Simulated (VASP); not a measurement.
C, 2 atoms in the cell. Symmetry: C2/m, No. 12, monoclinic system. Conventional cell: a = 4.269 Å, b = 2.465 Å, c = 3.650 Å, α = 90.00°, β = 112.95°, γ = 90.00°. Within 1.9 Å of C (site symmetry m) lie 3 C at 1.39 to 1.44 Å.  This cell differs from its parent crystal: atoms displaced along several vibrational modes.

```yaml
Program: VASP 6.6.1
Task: single point
Functional: PBE
Dispersion: D3(BJ)
Potentials_or_basis: VASP PAW PBE potentials, release 64 (C)
Cutoff: 520 eV
k_mesh: 15 × 15 × 15
Occupations: gaussian, width 0.05 eV
Spin: no spin polarisation
Dipole_correction: no
Further_INCAR_settings: ALGO = Normal; EDIFF = 1e-07; NBANDS = 11
```

Potentials or basis: VASP PAW PBE potentials, release 64 (C).

Command:

```sh
$ cat potpaw_PBE.64/C/POTCAR > POTCAR
$ mpirun -np 1 vasp_std > vasp.out
```

Hardware: 1 thread of AMD EPYC 9R45 96-Core Processor (Zen 5), on a shared host.

**Question.** How long does it take, and how much memory?

**Answer.** Run time: 120 s on 1 thread of AMD EPYC 9R45 96-Core Processor (Zen 5), with other jobs on the host, peak memory 0.24 GiB. Counts: scf iterations 13, k points 904.
